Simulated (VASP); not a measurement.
# TiC (rocksalt type): single point with PBEsol

Crystal: TiC (rocksalt type).

```xyz
2
Lattice="0.0000 1.7589 1.7589 1.7589 0.0000 1.7589 1.7589 1.7589 0.0000" Properties=species:S:1:pos:R:3 pbc="T T T"
Ti    0.0000    0.0000    0.0000
C     1.7589    1.7589    1.7589
```

* Program: VASP 6.6.1
* Task: single point
* Functional: PBEsol
* Potentials or basis: VASP PAW PBE potentials, release 64 (Ti_sv, C)
* Cutoff: 520 eV
* k mesh: 17 × 17 × 17
* Occupations: fermi-dirac, width 0.08 eV
* Spin: no spin polarisation

- Pressure: 495.1 GPa
- Band gap on the k mesh: zero (bands 8 and 9 overlap by 2.03 eV)

Levels at points of the mesh, in eV from the Fermi level:
| k point | band 4 | band 5 | band 6 | band 7 | band 8 | band 9 | band 10 | band 11 | band 12 | band 13 |
| --- | --- | --- | --- | --- | --- | --- | --- | --- | --- | --- |
| (0.00, 0.00, 0.00) | -30.28 | -14.48 | 0.15 | 0.15 | 0.15 | 2.50 | 2.50 | 2.50 | 2.86 | 2.86 |

Wall time 41 s on 1 thread of Intel Xeon 8259CL, with other jobs on the host, peak memory 0.14 GiB.

Caveat: the cell stands under pressure; the PAW data sets were made with another functional, which shifts forces and pressure a little.
